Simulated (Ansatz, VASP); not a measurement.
Two plane-wave programs on Ag

The input POSCAR:

```
Ag
1.0
    2.9020758515      0.0000000000      0.0000000000
   -1.4510379258      2.5132714111      0.0000000000
    0.0000000000      0.0000000000     24.4781400414
Ag
5
Direct
    0.6666666667      0.3333333333      0.3063958286
    0.3333333333      0.6666666667      0.4031979143
    0.0000000000      0.0000000000      0.5000000000
    0.6666666667      0.3333333333      0.5968020857
    0.3333333333      0.6666666667      0.6936041714
```

File INCAR.step1:

```
PREC = Accurate
ENCUT = 520
ISMEAR = 0
SIGMA = 0.1
LREAL = F
LASPH = T
NELM = 60
LDIPOL = T
IDIPOL = 3
DIPOL = 0.5 0.5 0.500
NBANDS = 36
GGA = PE
ALGO = Normal
EDIFF = 1E-4
LWAVE = T
LCHARG = F
```

Contents of INCAR.step2:

```
PREC = Accurate
ENCUT = 520
EDIFF = 1E-6
ISMEAR = 0
SIGMA = 0.1
LREAL = F
LASPH = T
NELM = 60
ALGO = Normal
ISIF = 2
LWAVE = F
LCHARG = F
LDIPOL = T
IDIPOL = 3
DIPOL = 0.5 0.5 0.500
METAGGA = R2SCAN
LMIXTAU = T
NBANDS = 36
ISTART = 1
```

File KPOINTS:

```
Automatic mesh
0
Gamma
  12 12 1
```

Input for Ansatz:

```yaml
crystal:
  lattice:
    - [2.9020758515, 0.0, 0.0]
    - [-1.4510379258, 2.5132714111, 0.0]
    - [0.0, 0.0, 24.4781400414]
  atoms:
    - { symbol: Ag, position: [0.6666666667, 0.3333333333, 0.3063958286] }
    - { symbol: Ag, position: [0.3333333333, 0.6666666667, 0.4031979143] }
    - { symbol: Ag, position: [0.0, 0.0, 0.5] }
    - { symbol: Ag, position: [0.6666666667, 0.3333333333, 0.5968020857] }
    - { symbol: Ag, position: [0.3333333333, 0.6666666667, 0.6936041714] }
basis:
  ecutwfc: 500
kpoints:
  mp_grid: { grid: [12, 12, 1] }
hamiltonian:
  xc: r2scan
scf:
  occupations: { method: gaussian, width: 0.1 }
output:
  forces: true
  stress: true
  eigenvalues: true
  write_density: true
  write_potential: true
  elf: true
  volumetric_format: npy
efield:
  axis: 3
  dipole_correction: true
  ramp_width: 0.04
```

Alike in both runs: task single point; functional r2SCAN; k mesh 12 × 12 × 1; occupations gaussian, width 0.1 eV; no spin polarisation.

|  | VASP | Ansatz |
| --- | --- | --- |
| version | VASP 6.6.1 | Ansatz 0.2.0 |
| potentials or method | VASP PAW PBE potentials, release 64 (Ag), cutoff 520 eV | scalar-relativistic, plane waves, PAW |
| valence electrons in the cell | 55 | 95 |

```tsv
	VASP	Ansatz	Ansatz less VASP
gap on the k mesh at the Fermi level (eV)	none	none	-
rms of the force components (eV/Å)	0.031	0.031	0.0000
```

VASP's potentials were made for PBE, not for r2SCAN. Atom by atom the forces differ by 0.002 eV/Å (rms over components). A gap of «none» marks a metal or a gap that the smearing closes. The functional is the same, so the differences come from potentials, cutoffs and numerics. VASP's potentials hold 55 valence electrons a cell and Ansatz's 95, so a difference there can come from the potentials and not from the codes. Ansatz's warnings: xc potential rough in thin density.
